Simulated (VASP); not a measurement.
# Al3BN2 (Cmc2_1) in VASP: relaxation of cell and atoms with PBE

Aim: the relaxation of cell and atoms of Al3BN2 with PBE.

Everything below comes from runs of VASP 6.6.1. Logs are shortened: lines on timing, memory, paths and dates and some standing lists are left out, and cuts for length are marked.

### Step 1. The cell of the first run

The structure is orthorhombic, space group Cmc2_1 (No. 36). Conventional cell: a = 10.018 Å, b = 5.836 Å, c = 4.830 Å, α = 90.00°, β = 90.00°, γ = 90.00°. Al (site symmetry m) has 2 N at 1.90 Å and 2 B at 2.11 to 2.25 Å within 2.5 Å. Al (site symmetry 1) has 3 N at 1.92 Å and 1 B at 2.15 Å within 2.5 Å. Within 2.8 Å of B (site symmetry m) lie 5 Al at 2.11 to 2.69 Å. Within 2.5 Å of N (site symmetry 1) lie 4 Al at 1.90 to 1.92 Å.

### Step 2. Relaxation of cell and atoms, PBE

INCAR

```
PREC     = Accurate       # precision mode
ENCUT    = 600            # plane-wave cutoff, eV
EDIFF    = 1E-6           # SCF threshold, eV
ISMEAR   = 0              # smearing method
SIGMA    = 0.1            # smearing width, eV
LREAL    = F              # projectors in reciprocal space
LASPH    = T              # aspherical terms in the spheres
NELM     = 60             # most SCF steps
ALGO     = Normal         # electronic algorithm
ISIF     = 3              # what is computed and relaxed
LWAVE    = F              # write WAVECAR
LCHARG   = F              # write CHGCAR
GGA      = PE             # functional
IBRION   = 2              # ionic algorithm
NSW      = 100            # ionic steps
EDIFFG   = -0.01          # ionic threshold
```

KPOINTS

```
Automatic mesh
0
Gamma
  6 6 6
```

POSCAR

```
Al3BN2
1.0
    5.0088738928     -2.9179210824      0.0000000000
    5.0088738928      2.9179210824      0.0000000000
    0.0000000000      0.0000000000      4.8295303218
Al B N
6 2 4
Direct
    0.2249780517      0.7750219483      0.4091160588
    0.7750219483      0.2249780517      0.9091160588
    0.8526669705      0.5082587744      0.3880410800
    0.5082587744      0.8526669705      0.8880410800
    0.1473330295      0.4917412256      0.8880410800
    0.4917412256      0.1473330295      0.3880410800
    0.1349809971      0.8650190029      0.9550806680
    0.8650190029      0.1349809971      0.4550806680
    0.8132393119      0.5253085650      0.9923605565
    0.5253085650      0.8132393119      0.4923605565
    0.1867606881      0.4746914350      0.4923605565
    0.4746914350      0.1867606881      0.9923605565
```

Potentials or basis: VASP PAW PBE potentials, release 64 (Al, B, N).

The run is started by

```
cat potpaw_PBE.64/Al/POTCAR potpaw_PBE.64/B/POTCAR potpaw_PBE.64/N/POTCAR > POTCAR
mpirun -np 1 vasp_std > vasp.out
```

OUTCAR:

```text
PREC = Accurate
   ENCUT = 600
   EDIFF = 1E-6
   ISMEAR = 0
   LREAL = F
   LASPH = T
   NELM = 60
   ISIF = 3
   GGA = PE
   IBRION = 2
   NSW = 100
   EDIFFG = -0.01

 ion  position               nearest neighbor table
   1  0.225  0.775  0.409-  10 1.90  11 1.90   8 2.11   7 2.25   7 2.69   4 3.00   5 3.00   4 3.16
                             5 3.16   3 3.18   6 3.18   6 3.22   3 3.22
   2  0.775  0.225  0.909-   9 1.90  12 1.90   7 2.11   8 2.25   8 2.69   3 3.00   6 3.00   3 3.16
                             6 3.16   4 3.18   5 3.18   4 3.22   5 3.22
   3  0.853  0.508  0.388-  11 1.92  10 1.92   9 1.92   8 2.15   5 2.93   5 2.93   2 3.00   4 3.14
                             4 3.14   2 3.16   1 3.18   1 3.22   6 3.23   6 3.23
   4  0.508  0.853  0.888-  12 1.92   9 1.92  10 1.92   7 2.15   6 2.93   6 2.93   1 3.00   3 3.14
                             3 3.14   1 3.16   2 3.18   2 3.22   5 3.23   5 3.23
   5  0.147  0.492  0.888-   9 1.92  12 1.92  11 1.92   7 2.15   3 2.93   3 2.93   1 3.00   6 3.14
                             6 3.14   1 3.16   2 3.18   2 3.22   4 3.23   4 3.23
   6  0.492  0.147  0.388-  10 1.92  11 1.92  12 1.92   8 2.15   4 2.93   4 2.93   2 3.00   5 3.14
                             5 3.14   2 3.16   1 3.18   1 3.22   3 3.23   3 3.23
   7  0.135  0.865  0.955-   2 2.11   4 2.15   5 2.15   1 2.25   1 2.69
   8  0.865  0.135  0.455-   1 2.11   3 2.15   6 2.15   2 2.25   2 2.69
   9  0.813  0.525  0.992-   2 1.90   5 1.92   4 1.92   3 1.92
  10  0.525  0.813  0.492-   1 1.90   6 1.92   3 1.92   4 1.92
  11  0.187  0.475  0.492-   1 1.90   3 1.92   6 1.92   5 1.92
  12  0.475  0.187  0.992-   2 1.90   4 1.92   5 1.92   6 1.92

  LATTYP: Found a base centered orthorhombic cell.
 ALAT       =     5.8358421648
 B/A-ratio  =     1.7165899116
 C/A-ratio  =     0.8275635607

  Lattice vectors:

 A1 = (  -5.0088738928,  -2.9179210824,   0.0000000000)
 A2 = (   5.0088738928,  -2.9179210824,   0.0000000000)
 A3 = (   0.0000000000,   0.0000000000,   4.8295303218)

Analysis of symmetry for initial positions (statically):
=====================================================================
 Subroutine PRICEL returns:
 Original cell was already a primitive cell.

 Routine SETGRP: Setting up the symmetry group for a
 base centered orthorhombic supercell.

 Subroutine GETGRP returns: Found  4 space group operations
 (whereof  2 operations were pure point group operations)
 out of a pool of  8 trial point group operations.

The static configuration has the point symmetry C_1h.
 The point group associated with its full space group is C_2v.

Analysis of symmetry for dynamics (positions and initial velocities):
=====================================================================
 Subroutine PRICEL returns:
 Original cell was already a primitive cell.

 Routine SETGRP: Setting up the symmetry group for a
 base centered orthorhombic supercell.

 Subroutine GETGRP returns: Found  4 space group operations
 (whereof  2 operations were pure point group operations)
 out of a pool of  8 trial point group operations.

The dynamic configuration has the point symmetry C_1h.
 The point group associated with its full space group is C_2v.

 Subroutine INISYM returns: Found  4 space group operations
 (whereof  2 operations are pure point group operations),
 and found     1 'primitive' translations

----------------------------------------------------------------------------------------

                                     Primitive cell

  volume of cell :     141.1720

  direct lattice vectors                    reciprocal lattice vectors
     5.008873893 -2.917921082  0.000000000     0.099822837 -0.171354874  0.000000000
     5.008873893  2.917921082  0.000000000     0.099822837  0.171354874  0.000000000
     0.000000000  0.000000000  4.829530322     0.000000000  0.000000000  0.207059472

  length of vectors
     5.796816464  5.796816464  4.829530322     0.198310594  0.198310594  0.207059472

  position of ions in fractional coordinates (direct lattice)
     0.224978052  0.775021948  0.409116059
     0.775021948  0.224978052  0.909116059
     0.852666971  0.508258774  0.388041080
     0.508258774  0.852666971  0.888041080
     0.147333029  0.491741226  0.888041080
     0.491741226  0.147333029  0.388041080
     0.134980997  0.865019003  0.955080668
     0.865019003  0.134980997  0.455080668
     0.813239312  0.525308565  0.992360557
     0.525308565  0.813239312  0.492360557
     0.186760688  0.474691435  0.492360557
     0.474691435  0.186760688  0.992360557

  ion indices of the primitive-cell ions
   primitive index   ion index
                 1           1
                 2           2
                 3           3
                 4           4
                 5           5
                 6           6
                 7           7
                 8           8
                 9           9
                10          10
                11          11
                12          12

----------------------------------------------------------------------------------------

 KPOINTS: Automatic mesh

Automatic generation of k-mesh.
 Grid dimensions read from file:
 generate k-points for:    6    6    6

 Generating k-lattice:

  Cartesian coordinates                     Fractional coordinates (reciprocal lattice)
     0.016637139 -0.028559146  0.000000000     0.166666667 -0.000000000  0.000000000
     0.016637139  0.028559146  0.000000000    -0.000000000  0.166666667  0.000000000
     0.000000000  0.000000000  0.034509912     0.000000000  0.000000000  0.166666667

  Length of vectors
     0.033051766  0.033051766  0.034509912

  Shift w.r.t. Gamma in fractional coordinates (k-lattice)
     0.000000000  0.000000000  0.000000000

 Subroutine IBZKPT returns following result:
 ===========================================

 Found     52 irreducible k-points:

 Following reciprocal coordinates:
            Coordinates               Weight
  0.000000  0.000000  0.000000      1.000000
  0.166667  0.000000  0.000000      4.000000
  0.333333  0.000000  0.000000      4.000000
  0.500000  0.000000  0.000000      2.000000
  0.166667  0.166667  0.000000      2.000000
  0.333333  0.166667  0.000000      4.000000
[... 16 lines left out ...]
  0.333333  0.333333  0.166667      4.000000
  0.500000  0.333333  0.166667      8.000000
 [... further k-points ...]
   k-points           NKPTS =     52   k-points in BZ     NKDIM =     52   number of bands    NBANDS=     29
   number of dos      NEDOS =    301   number of ions     NIONS =     12
   total plane-waves  NPLWV =  92160
   dimension x,y,z NGX =    48 NGY =   48 NGZ =   40
   dimension x,y,z NGXF=    96 NGYF=   96 NGZF=   80
   ions per type =               6   2   4
   NGX,Y,Z   is equivalent  to a cutoff of  13.77, 13.77, 13.77 a.u.
   NGXF,Y,Z  is equivalent  to a cutoff of  27.53, 27.53, 27.54 a.u.
 SYSTEM =  unknown system
   PREC   = accura    normal or accurate (medium, high low for compatibility)
   ISTART =      0    job   : 0-new  1-cont  2-samecut
   ICHARG =      2    charge: 1-file 2-atom 10-const
   ISPIN  =      1    spin polarized calculation?
   LNONCOLLINEAR =      F non collinear calculations
   LSORBIT =      F    spin-orbit coupling
   LASPH  =      T    aspherical Exc in radial PAW
   ENCUT  =  600.0 eV  44.10 Ry    6.64 a.u.  11.58 11.58  9.65*2*pi/ulx,y,z
   NELM   =     60;   NELMIN=  2; NELMDL= -5     # of ELM steps
   EDIFF  = 0.1E-05   stopping-criterion for ELM
   LREAL  =      F    real-space projection
   EDIFFG = -.1E-01   stopping-criterion for IOM
   NSW    =    100    number of steps for IOM
   IBRION =      2    ionic relax: 0-MD 1-quasi-New 2-CG
   NFREE  =      1    steps in history (QN), initial steepest desc. (CG)
   ISIF   =      3    stress and relaxation
   ISYM   =      2    0-nonsym 1-usesym 2-fastsym
   POTIM  = 0.5000    time-step for ionic-motion
   TEBEG  =    0.0;   TEEND  =   0.0 temperature during run
   PSTRESS=    0.0 pullay stress
   NELECT =      44.0000    total number of electrons
   NUPDOWN=      -1.0000    fix difference up-down
   EMIN   =  10.00;   EMAX   =-10.00  energy-range for DOS
   EFERMI =   0.00;   METHOD = LEGACY
   ISMEAR =     0;   SIGMA  =   0.10  broadening in eV -4-tet -1-fermi 0-gaus
   EFERMI_NEDOS =   21; number of points for ismear=-14 and -15
   IALGO  =     38    algorithm
   IMIX   =      4    mixing-type and parameters
     AMIX     =   0.40;   BMIX     =  1.00
     AMIX_MAG =   1.60;   BMIX_MAG =  1.00
  volume/ion in A,a.u.               =      11.76        79.39
  Fermi-wavevector in a.u.,A,eV,Ry     =   1.109966  2.097531 16.762701  1.232024
  Thomas-Fermi vector in A             =   2.246512
   LORBIT       =      0    0 simple, 1 ext, 2 COOP (PROOUT), +10 PAW based schemes
   GGA     = PE    functional components
   LHFCALC =     F    Hartree Fock is set to
   AEXX    =    0.0000 exact exchange contribution
   IVDW    =     0    specifies the selected vdW correction
   LEPSILON=     F    determine dielectric tensor
   LRPA    =     F    only Hartree local field effects (RPA)
 conjugate gradient relaxation of ions
 non-spin polarized calculation
 Gauss-broadening in eV      SIGMA  =   0.10
  energy-cutoff  :      600.00
  volume of cell :      141.17
 maximum number of plane-waves:      4752
 NGX is ok and might be reduce to    48
   NGX = 23   NGY = 23   NGZ = 19

--------------------------------------- Ionic step        1  -------------------------------------------

 number of electron      44.0000003 magnetization

 Free energy of the ion-electron system (eV)
  ---------------------------------------------------
  ext. energy  EPLUGINS =         0.00000000
  ---------------------------------------------------
  free energy    TOTEN  =       -75.39042492 eV

  energy without entropy =      -75.37444536  energy(sigma->0) =      -75.38243514

------------------------ aborting loop because EDIFF is reached ----------------------------------------

  FORCE on cell =-STRESS in cart. coord.  units (eV):
  Direction    XX          YY          ZZ          XY          YZ          ZX
  --------------------------------------------------------------------------------------
  -------------------------------------------------------------------------------------
  Total       -0.0938005     -0.3668729     -0.1321493      0.0000000      0.0000000      0.0000000
  in kB       -1.0645523     -4.1636827     -1.4997773      0.0000000      0.0000000      0.0000000
  external PRESSURE =      -2.2426708 kB  Pullay stress =       0.0000000 kB
[... 307 lines left out ...]
  energy  without entropy=      -75.3798620651  energy(sigma->0) =      -75.38699744

--------------------------------------- Ionic step        8  -------------------------------------------

 number of electron      44.0000003 magnetization

 Free energy of the ion-electron system (eV)
  ---------------------------------------------------
  ext. energy  EPLUGINS =         0.00000000
  ---------------------------------------------------
  free energy    TOTEN  =       -75.39424336 eV

  energy without entropy =      -75.37997248  energy(sigma->0) =      -75.38710792

 E-fermi :   6.4015     XC(G=0): -10.4838

 val. band max:        6.3978249751   @ k =  -0.3333   0.1667   0.1667
 cond. band min:       6.4018998121   @ k =   0.0000   0.0000   0.0000
 fundamental gap:      0.0040748370
 Fermi energy:         6.4014845844

 k-point     1 :       0.0000    0.0000    0.0000
  band No.  band energies     occupation
      1      -9.5021      2.00000
      2      -8.0463      2.00000
      3      -7.8077      2.00000
      4      -7.7767      2.00000
      5      -1.7722      2.00000
      6      -0.3377      2.00000
[... 757 lines left out ...]
     28      11.5492      0.00000
     29      11.7101      0.00000

 [... further k-points ...]
[... 5 lines left out ...]
  --------------------------------------------------------------------------------------
  -------------------------------------------------------------------------------------
  Total       -0.0462703      0.0527289      0.0169247      0.0000000      0.0000000      0.0000000
  in kB       -0.5253947      0.5987312      0.1921783      0.0000000      0.0000000      0.0000000
  external PRESSURE =       0.0885050 kB  Pullay stress =       0.0000000 kB
[... 27 lines left out ...]
  FREE ENERGIE OF THE ION-ELECTRON SYSTEM (eV)
  ---------------------------------------------------
  free  energy   TOTEN  =       -75.3942433612 eV

  energy  without entropy=      -75.3799724753  energy(sigma->0) =      -75.38710792

 reached required accuracy - stopping structural energy minimisation
```

Run time: 12 min. Hardware: 1 thread of Intel Xeon Platinum 8488C (Sapphire Rapids), shared host; peak memory 0.44 GiB.

What came out:

```yaml
Free_energy: -75.3942 eV
Relaxed_volume: 11.76 Å³/atom
Relaxed_cell: a = 5.799 Å, b = 5.799 Å, c = 4.839 Å, α = 90.00°, β = 90.00°, γ = 60.12°
Space_group_after_relaxing_to_0.05_Å: Cmc2_1 (No. 36)
Energy_gained_by_relaxing: 0.3 meV/atom
Ionic_steps: 8
Pressure_after_relaxing: 0.0 GPa
Largest_force_after_relaxing: 0.009 eV/Å
Band_gap_on_the_k_mesh: zero (band 22 reaches 6.47 eV, above the bottom of band 23 at 6.24 eV)
```

Forces on the atoms (eV/Å):
```
Al   0.000  0.007  0.004
Al   0.000 -0.007  0.004
Al   0.000  0.006  0.000
Al   0.000 -0.006  0.000
Al   0.000 -0.006  0.000
Al   0.000  0.006  0.000
B    0.000 -0.005 -0.008
B    0.000  0.005 -0.008
N    0.004  0.000  0.001
N    0.004  0.000  0.001
N   -0.004  0.000  0.001
N   -0.004  0.000  0.001
```

The path:
| step | energy change (eV) | largest force (eV/Å) | pressure (GPa) | volume (Å³) |
| --- | --- | --- | --- | --- |
| 1 | 0.0000 | 0.0807 | -0.22 | 141.17 |
| 2 | -0.0013 | 0.0512 | 0.18 | 140.84 |
| 3 | -0.0015 | 0.0482 | 0.33 | 140.70 |
| 4 | -0.0024 | 0.0380 | 0.21 | 140.83 |
| 5 | -0.0034 | 0.0285 | -0.09 | 141.14 |
| 6 | -0.0037 | 0.0239 | 0.00 | 141.08 |
| 7 | -0.0037 | 0.0218 | 0.04 | 141.06 |
| 8 | -0.0038 | 0.0093 | 0.01 | 141.10 |

Final structure:
```
CELL_PARAMETERS angstrom
5.01891 -2.90470 0.00000
5.01891 2.90470 0.00000
0.00000 0.00000 4.83935
ATOMIC_POSITIONS crystal
Al 0.22459 0.77541 0.40611
Al 0.77541 0.22459 0.90611
Al 0.85230 0.50881 0.38811
Al 0.50881 0.85230 0.88811
Al 0.14770 0.49119 0.88811
Al 0.49119 0.14770 0.38811
B 0.13824 0.86176 0.95596
B 0.86176 0.13824 0.45596
N 0.81465 0.52328 0.99335
N 0.52328 0.81465 0.49335
N 0.18535 0.47672 0.49335
N 0.47672 0.18535 0.99335
```

Levels at points of the mesh, in eV from the Fermi level:
| k point | band 19 | band 20 | band 21 | band 22 | band 23 | band 24 | band 25 | band 26 |
| --- | --- | --- | --- | --- | --- | --- | --- | --- |
| (0.00, 0.00, 0.00) | -1.91 | -1.36 | -0.44 | -0.21 | 0.00 | 1.34 | 3.69 | 4.21 |
| (0.50, 0.00, 0.00) | -1.67 | -1.18 | -0.69 | -0.25 | -0.12 | 0.74 | 3.66 | 4.65 |
| (0.50, 0.50, 0.00) | -1.93 | -1.80 | -0.88 | 0.06 | 0.12 | 1.35 | 3.12 | 5.13 |
| (0.00, 0.00, 0.50) | -1.30 | -1.30 | -0.23 | -0.23 | 1.56 | 1.56 | 4.69 | 4.69 |
| (0.50, 0.00, 0.50) | -1.36 | -1.36 | -0.52 | -0.52 | 1.42 | 1.42 | 3.98 | 3.98 |
| (0.50, 0.50, 0.50) | -1.70 | -1.70 | -0.51 | -0.51 | 0.91 | 0.91 | 4.25 | 4.25 |
